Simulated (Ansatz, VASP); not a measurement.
# HC12: VASP beside Ansatz

```
CELL_PARAMETERS angstrom
4.88927 0.00000 0.00000
-2.44463 6.77393 0.00000
0.00000 0.00000 22.76841
ATOMIC_POSITIONS crystal
C 0.40208 0.30416 0.17568
C 0.40208 0.80416 0.17568
C 0.90208 0.30416 0.17568
C 0.90208 0.80416 0.17568
C 0.16304 0.32608 0.20598
C 0.16304 0.82608 0.20598
C 0.66304 0.32608 0.20598
C 0.66304 0.82608 0.20598
C 0.18464 0.36928 0.26663
C 0.18464 0.86928 0.26663
C 0.68464 0.36928 0.26663
C 0.68464 0.86928 0.26663
C 0.44616 0.39233 0.29605
C 0.44616 0.89233 0.29605
C 0.94616 0.39233 0.29605
C 0.94616 0.89233 0.29605
C 0.47156 0.44313 0.35911
C 0.47156 0.94313 0.35911
C 0.97156 0.44313 0.35911
C 0.97156 0.94313 0.35911
C 0.23270 0.46540 0.38511
C 0.23270 0.96540 0.38511
C 0.73270 0.46540 0.38511
C 0.73270 0.96540 0.38511
H 0.23270 0.90160 0.49931
H 0.23270 0.02921 0.49931
```

Alike in both runs: task single point; functional LDA; k mesh 6 × 4 × 1; occupations gaussian, width 0.05 eV; no spin polarisation.

|  | VASP | Ansatz |
| --- | --- | --- |
| version | VASP 6.6.1 | Ansatz 0.2.0 |
| potentials or method | VASP PAW LDA potentials, release 64 (C, H), cutoff 520 eV | scalar-relativistic, plane waves, PAW |
| valence electrons in the cell | 98 | 98 |

```csv
,VASP,Ansatz,Ansatz less VASP
gap on the k mesh at the Fermi level (eV),none,none,-
rms of the force components (eV/Å),1.075,1.081,+0.0055
"work function, face that differs most (eV)",6.16,6.16,+0.003
```

Ansatz warns that its potentials were made for another functional, while VASP's fit it. LDA's correlation is that of Perdew and Zunger in VASP and of Perdew and Wang (1992) in Ansatz. Atom by atom the forces differ by 0.022 eV/Å (rms over components). A gap of «none» marks a metal or a gap that the smearing closes.
